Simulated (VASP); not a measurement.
Here is a VASP 6.6.1 calculation.

POSCAR

```
Mg
1.0
    3.1902622275     -0.0000000029      0.0000000000
   -1.5951311112      2.7628481352      0.0000000000
    0.0000000000      0.0000000000      5.1181751306
Mg
2
Direct
    0.3333333333      0.6666666667      0.2500000000
    0.6666666667      0.3333333333      0.7500000000
```

Contents of INCAR.step1:

```
SYSTEM = Mg
PREC = Accurate
ENCUT = 520
ISMEAR = 0
SIGMA = 0.1
LREAL = .FALSE.
LASPH = .TRUE.
NELM = 60
NBANDS = 9
GGA = PE
ALGO = Normal
EDIFF = 1E-4
LWAVE = .TRUE.
LCHARG = .FALSE.
```

File INCAR.step2:

```
SYSTEM = Mg
PREC = Accurate
ENCUT = 520
EDIFF = 1E-7
ISMEAR = 0
SIGMA = 0.1
LREAL = .FALSE.
LASPH = .TRUE.
NELM = 60
ALGO = Normal
ISIF = 2
LWAVE = .FALSE.
LCHARG = .TRUE.
METAGGA = R2SCAN
LMIXTAU = .TRUE.
LELF = .TRUE.
LVHAR = .TRUE.
NBANDS = 9
ISTART = 1
```

The input KPOINTS:

```
Automatic mesh
0
G
  18 18 8
  0 0 0
```

Potentials or basis: VASP PAW PBE potentials, release 64 (Mg).

Launch:

```console
$ cat potpaw_PBE.64/Mg/POTCAR > POTCAR
$ cp INCAR.step1 INCAR
$ mpirun -np 1 vasp_std > vasp.out
$ cp INCAR.step2 INCAR
$ mpirun -np 1 vasp_std > vasp.out
```

**Question.** Predict the pressure.

**Answer.** -0.3 GPa.

**Question.** What does it give for the band gap on the k mesh?

**Answer.** Zero (bands 2 and 3 overlap by 2.09 eV).

Caveat: the PAW data sets were made with another functional, which shifts forces and pressure a little.
